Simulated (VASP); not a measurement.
# Ni (I4/mmm) in VASP: single point with PBE

Aim: the single point of Ni with PBE.

Everything below comes from runs of VASP 6.6.1. Logs are shortened: lines on timing, memory, paths and dates and some standing lists are left out, and cuts for length are marked.

### Step 1. The cell of the first run

It takes space group I4/mmm (No. 139, tetragonal). The conventional cell has a = 2.949 Å, b = 2.949 Å, c = 2.533 Å, α = 90.00°, β = 90.00°, γ = 90.00°. Ni (site symmetry 4/mmm) has 14 Ni at 2.44 to 2.95 Å within 3.2 Å.

### Step 2. Single point, PBE, collinear spin, ferromagnetic start

Contents of INCAR:

```
PREC = Accurate
ENCUT = 690
EDIFF = 1E-6
ISMEAR = 0
SIGMA = 0.1
LREAL = F
LASPH = T
NELM = 200
ALGO = Normal
ISIF = 2
LWAVE = F
LCHARG = T
ISPIN = 2
MAGMOM = 0.7
LORBIT = 11
LMAXMIX = 4
GGA = PE
LELF = T
LVHAR = T
NBANDS = 19
GGA_COMPAT = F
```

Contents of KPOINTS:

```
Automatic mesh
0
Gamma
  22 22 22
```

Contents of POSCAR:

```
Ni
1.0
   -1.4743610173      1.4743610173      1.2664675058
    1.4743610173     -1.4743610173      1.2664675058
    1.4743610173      1.4743610173     -1.2664675058
Ni
1
Direct
    0.0000000000      0.0000000000      0.0000000000
```

Potentials or basis: VASP PAW PBE potentials, release 64 (Ni_sv_GW).

The run is started by

```sh
cat potpaw_PBE.64/Ni_sv_GW/POTCAR > POTCAR
mpirun -np 1 vasp_std > vasp.out
```

OUTCAR:

```text
PREC = Accurate
   ENCUT = 690
   EDIFF = 1E-6
   ISMEAR = 0
   LREAL = F
   LASPH = T
   NELM = 200
   ISIF = 2
   ISPIN = 2
   LORBIT = 11
   GGA = PE

 ion  position               nearest neighbor table
   1  0.000  0.000  0.000-

  LATTYP: Found a body centered tetragonal cell.
 ALAT       =     2.9487220346
 C/A-ratio  =     0.8589941615

  Lattice vectors:

 A1 = (  -1.4743610173,   1.4743610173,   1.2664675058)
 A2 = (   1.4743610173,  -1.4743610173,   1.2664675058)
 A3 = (   1.4743610173,   1.4743610173,  -1.2664675058)

Analysis of symmetry for initial positions (statically):
=====================================================================
 Subroutine PRICEL returns:
 Original cell was already a primitive cell.

 Routine SETGRP: Setting up the symmetry group for a
 body centered tetragonal supercell.

 Subroutine GETGRP returns: Found 16 space group operations
 (whereof 16 operations were pure point group operations)
 out of a pool of 16 trial point group operations.

The static configuration has the point symmetry D_4h.

Analysis of symmetry for dynamics (positions and initial velocities):
=====================================================================
 Subroutine PRICEL returns:
 Original cell was already a primitive cell.

 Routine SETGRP: Setting up the symmetry group for a
 body centered tetragonal supercell.

 Subroutine GETGRP returns: Found 16 space group operations
 (whereof 16 operations were pure point group operations)
 out of a pool of 16 trial point group operations.

The dynamic configuration has the point symmetry D_4h.

Analysis of structural, dynamic, and magnetic symmetry:
=====================================================================
 Subroutine PRICEL returns:
 Original cell was already a primitive cell.

 Routine SETGRP: Setting up the symmetry group for a
 body centered tetragonal supercell.

 Subroutine GETGRP returns: Found 16 space group operations
 (whereof 16 operations were pure point group operations)
 out of a pool of 16 trial point group operations.

The overall configuration has the point symmetry D_4h.

 Subroutine INISYM returns: Found 16 space group operations
 (whereof 16 operations are pure point group operations),
 and found     1 'primitive' translations

[... 103 lines left out ...]
   NELECT =      18.0000    total number of electrons
   NUPDOWN=      -1.0000    fix difference up-down
   EMIN   =  10.00;   EMAX   =-10.00  energy-range for DOS
   EFERMI =   0.00;   METHOD = LEGACY
   ISMEAR =     0;   SIGMA  =   0.10  broadening in eV -4-tet -1-fermi 0-gaus
   EFERMI_NEDOS =   21; number of points for ismear=-14 and -15
   IALGO  =     38    algorithm
   IMIX   =      4    mixing-type and parameters
     AMIX     =   0.40;   BMIX     =  1.00
     AMIX_MAG =   1.60;   BMIX_MAG =  1.00
  volume/ion in A,a.u.               =      11.01        74.31
  Fermi-wavevector in a.u.,A,eV,Ry     =   1.928465  3.644270 50.599757  3.718977
  Thomas-Fermi vector in A             =   2.961146
   LORBIT       =     11    0 simple, 1 ext, 2 COOP (PROOUT), +10 PAW based schemes
   GGA     = PE    functional components
   LHFCALC =     F    Hartree Fock is set to
   AEXX    =    0.0000 exact exchange contribution
   IVDW    =     0    specifies the selected vdW correction
   LEPSILON=     F    determine dielectric tensor
   LRPA    =     F    only Hartree local field effects (RPA)
 spin polarized calculation
 Gauss-broadening in eV      SIGMA  =   0.10
  energy-cutoff  :      690.00
  volume of cell :       11.01
 maximum number of plane-waves:       465
 NGX is ok and might be reduce to    24
   NGX = 11   NGY = 11   NGZ = 11

 number of electron      17.9999997 magnetization       0.6082131

 Free energy of the ion-electron system (eV)
  ---------------------------------------------------
  ext. energy  EPLUGINS =         0.00000000
  ---------------------------------------------------
  free energy    TOTEN  =        -6.34821033 eV

  energy without entropy =       -6.34196995  energy(sigma->0) =       -6.34509014

 E-fermi :   7.6236     XC(G=0): -13.7886

 val. band max:        7.6231521830   @ k =  -0.1364  -0.2727   0.0455
 cond. band min:       7.6244589820   @ k =   0.2273   0.1818   0.1364
 fundamental gap:      0.0013067990
 Fermi energy:         7.6236017673

 spin component 1

 k-point     1 :       0.0000    0.0000    0.0000
  band No.  band energies     occupation
      1     -95.8928      1.00000
      2     -56.2844      1.00000
      3     -56.0840      1.00000
      4     -56.0840      1.00000
      5      -1.3224      1.00000
      6       4.7961      1.00000
[... 517 lines left out ...]
     18      52.1102      0.00000
     19      53.3905      0.00000

 [... further k-points ...]

 spin component 2

 k-point     1 :       0.0000    0.0000    0.0000
  band No.  band energies     occupation
      1     -95.0843      1.00000
      2     -55.4316      1.00000
      3     -55.3255      1.00000
      4     -55.3255      1.00000
      5      -1.3552      1.00000
      6       5.5876      1.00000
[... 517 lines left out ...]
     18      52.2161      0.00000
     19      53.4159      0.00000

 [... further k-points ...]

------------------------ aborting loop because EDIFF is reached ----------------------------------------

  FORCE on cell =-STRESS in cart. coord.  units (eV):
  Direction    XX          YY          ZZ          XY          YZ          ZX
  --------------------------------------------------------------------------------------
  -------------------------------------------------------------------------------------
  Total       -0.0425556     -0.0425556     -0.0408511      0.0000000      0.0000000      0.0000000
  in kB       -6.1916398     -6.1916398     -5.9436351      0.0000000      0.0000000      0.0000000
  external PRESSURE =      -6.1089716 kB  Pullay stress =       0.0000000 kB

 VOLUME and BASIS-vectors are now :
 -----------------------------------------------------------------------------
  energy-cutoff  :      690.00
  volume of cell :       11.01
      direct lattice vectors                 reciprocal lattice vectors
    -1.474361017  1.474361017  1.266467506     0.000000000  0.339129965  0.394798917
     1.474361017 -1.474361017  1.266467506     0.339129965  0.000000000  0.394798917
     1.474361017  1.474361017 -1.266467506     0.339129965  0.339129965  0.000000000

 POSITION                                       TOTAL-FORCE (eV/Angst)
 -----------------------------------------------------------------------------------
      0.00000      0.00000      0.00000         0.000000     -0.000000      0.000000
 -----------------------------------------------------------------------------------
    total drift:                                0.000000      0.000000      0.000000

  FREE ENERGIE OF THE ION-ELECTRON SYSTEM (eV)
  ---------------------------------------------------
  free  energy   TOTEN  =        -6.3482103325 eV

  energy  without entropy=       -6.3419699521  energy(sigma->0) =       -6.34509014

 total charge

# of ion       s       p       d       f       tot
--------------------------------------------------
    1        2.238   6.283   7.817   0.005  16.343

 magnetization (x)

# of ion       s       p       d       f       tot
--------------------------------------------------
    1       -0.001  -0.014   0.660  -0.000   0.645
```

stdout:

```text
POSCAR found type information on POSCAR Ni
 POSCAR found :  1 types and       1 ions
 scaLAPACK will be used
 LDA part: xc-table for (Slater+PW92), standard interpolation
 POSCAR, INCAR and KPOINTS ok, starting setup
 FFT: planning ... GRIDC
 FFT: planning ... GRID_SOFT
 FFT: planning ... GRID
 WAVECAR not read
 entering main loop
```

It took 3.4 min on 1 thread of Intel Xeon 6975P-C (Granite Rapids), shared host; peak memory 0.53 GiB.

Results:

```
Free energy                                           : -6.3482 eV
Pressure                                              : -0.6 GPa
Net moment                                            : 0.61 μB per cell
Site moments                                          : Ni +0.65 μB
Valence electrons inside the program's atomic spheres : Ni 16.34
```
